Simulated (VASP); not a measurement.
Here is a VASP 6.6.1 calculation.

File POSCAR:

```
Al
1.0
    0.0000000000     -3.2350204435      0.0000000000
   -3.2350204435      0.0000000000      0.0000000000
    0.0000000000      0.0000000000     -3.2350204435
Al
2
Direct
    0.5000000000      0.5000000000      0.5000000000
    0.0000000000      0.0000000000      0.0000000000
```

Contents of INCAR.step1:

```
SYSTEM = Al
PREC     = Accurate       ! precision mode
ENCUT    = 550            ! plane-wave cutoff, eV
ISMEAR   = 0              ! smearing method
SIGMA    = 0.15           ! smearing width, eV
LREAL    = .FALSE.        ! projectors in reciprocal space
LASPH    = .TRUE.         ! aspherical terms in the spheres
NELM     = 120            ! most SCF steps
NBANDS   = 10             ! bands
GGA      = PE             ! functional
ALGO     = Normal         ! electronic algorithm
EDIFF    = 1E-5           ! SCF threshold, eV
LWAVE    = .TRUE.         ! write WAVECAR
LCHARG   = .FALSE.        ! write CHGCAR
GGA_COMPAT= .FALSE.
```

Contents of INCAR.step2:

```
SYSTEM = Al
PREC     = Accurate       ! precision mode
ENCUT    = 550            ! plane-wave cutoff, eV
EDIFF    = 1E-6           ! SCF threshold, eV
ISMEAR   = 0              ! smearing method
SIGMA    = 0.15           ! smearing width, eV
LREAL    = .FALSE.        ! projectors in reciprocal space
LASPH    = .TRUE.         ! aspherical terms in the spheres
NELM     = 120            ! most SCF steps
ALGO     = Normal         ! electronic algorithm
ISIF     = 2              ! what is computed and relaxed
LWAVE    = .FALSE.        ! write WAVECAR
LCHARG   = .FALSE.        ! write CHGCAR
METAGGA  = R2SCAN         ! meta-GGA
LMIXTAU  = .TRUE.       
NBANDS   = 10             ! bands
ISTART   = 1            
GGA_COMPAT= .FALSE.
```

The input KPOINTS:

```
regular mesh
0
G
  10 10 10
  0 0 0
```

Potentials or basis: VASP PAW PBE potentials, release 64 (Al).

Launch:

```console
$ cat potpaw_PBE.64/Al/POTCAR > POTCAR
$ cp INCAR.step1 INCAR
$ mpirun -np 1 vasp_std > vasp.out
$ cp INCAR.step2 INCAR
$ mpirun -np 1 vasp_std > vasp.out
```

Task: What does it give for the pressure?

Result: -3.3 GPa.

Task: Predict the band gap on the k mesh.

Result: Zero (band 3 reaches 13.04 eV, above the bottom of band 4 at 3.79 eV).

Caveat: the PAW data sets were made with another functional, which shifts forces and pressure a little.
